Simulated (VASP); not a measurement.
Input of a VASP 6.6.1 run:

Contents of INCAR:

```
  PREC = Accurate
  ENCUT = 910
  EDIFF = 1E-6
  ISMEAR = 0
  SIGMA = 0.1
  LREAL = F
  LASPH = T
  NELM = 120
  ALGO = Normal
  ISIF = 2
  LWAVE = F
  LCHARG = T
  GGA = PE
  IVDW = 12
  LELF = T
  LVHAR = T
  NBANDS = 44
  GGA_COMPAT = F
```

Contents of KPOINTS:

```
Automatic mesh
0
Gamma
  4 4 4
```

Contents of POSCAR:

```
CO2
1.0
    5.7111048815      0.0000000000      0.0000000000
    0.0000000000      5.7111048815      0.0000000000
    0.0000000000      0.0000000000      5.7111048815
C O
4 8
Direct
    0.0000000000      0.0000000000      0.0000000000
    0.5000000000      0.0000000000      0.5000000000
    0.5000000000      0.5000000000      0.0000000000
    0.0000000000      0.5000000000      0.5000000000
    0.1182393802      0.1182393802      0.1182393802
    0.3817606198      0.8817606198      0.6182393802
    0.6182393802      0.3817606198      0.8817606198
    0.8817606198      0.6182393802      0.3817606198
    0.8817606198      0.8817606198      0.8817606198
    0.6182393802      0.1182393802      0.3817606198
    0.3817606198      0.6182393802      0.1182393802
    0.1182393802      0.3817606198      0.6182393802
```

Potentials or basis: VASP PAW PBE potentials, release 64 (C_h, O_h).

Command:

```bash
$ cat potpaw_PBE.64/C_h/POTCAR potpaw_PBE.64/O_h/POTCAR > POTCAR
$ mpirun -np 1 vasp_std > vasp.out
```

Task: What does it give for the largest force?

Result: 0.061 eV/Å.

Task: Predict the dispersion energy per atom.

Result: -0.066 eV.

Forces in eV/Å, atoms in the order of the input:
```
C    0.000  0.000  0.000
C    0.000  0.000  0.000
C    0.000  0.000  0.000
C    0.000  0.000  0.000
O   -0.035 -0.035 -0.035
O    0.035  0.035 -0.035
O   -0.035  0.035  0.035
O    0.035 -0.035  0.035
O    0.035  0.035  0.035
O   -0.035 -0.035  0.035
O    0.035 -0.035 -0.035
O   -0.035  0.035 -0.035
```
